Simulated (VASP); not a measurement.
HfC:

```xyz
2
Lattice="3.0558 0.0000 0.0000 -1.5279 2.6464 0.0000 0.0000 0.0000 2.9823" Properties=species:S:1:pos:R:3 pbc="T T T"
Hf    0.0000    0.0000    0.0000
C     1.5279    0.8821    1.4911
```

| Quantity | Value |
| --- | --- |
| Program | VASP 6.6.1 |
| Task | relaxation of cell and atoms |
| Functional | PBE |
| Potentials or basis | VASP PAW PBE potentials, release 64 (Hf_pv, C) |
| Cutoff | 600 eV |
| k mesh | 8 × 8 × 6 |
| Occupations | gaussian, width 0.05 eV |
| Spin | no spin polarisation |

At the start: pressure 18.3 GPa; volume 12.06 Å³/atom.

Task: Where does the relaxation end?

Result: Over 6 steps the energy falls by 129.9 meV/atom and the volume is 13.15 Å³/atom (+9.1 %); space group P-6m2 (No. 187, to 0.1 Å) before and after.

Step by step:
| step | energy change (eV) | largest force (eV/Å) | pressure (GPa) | volume (Å³) |
| --- | --- | --- | --- | --- |
| 1 | 0.0000 | 0.0000 | 18.26 | 24.12 |
| 2 | -0.0916 | 0.0000 | -15.80 | 29.09 |
| 3 | -0.2535 | 0.0000 | -3.45 | 26.71 |
| 4 | -0.2541 | 0.0000 | -2.64 | 26.58 |
| 5 | -0.2531 | 0.0000 | 3.19 | 25.97 |
| 6 | -0.2598 | 0.0000 | -0.12 | 26.30 |

Final structure:
```
CELL_PARAMETERS angstrom
3.22640 0.00000 0.00000
-1.61320 2.79415 0.00000
0.00000 0.00000 2.91765
ATOMIC_POSITIONS crystal
Hf 0.00000 0.00000 0.00000
C 0.66667 0.33333 0.50000
```
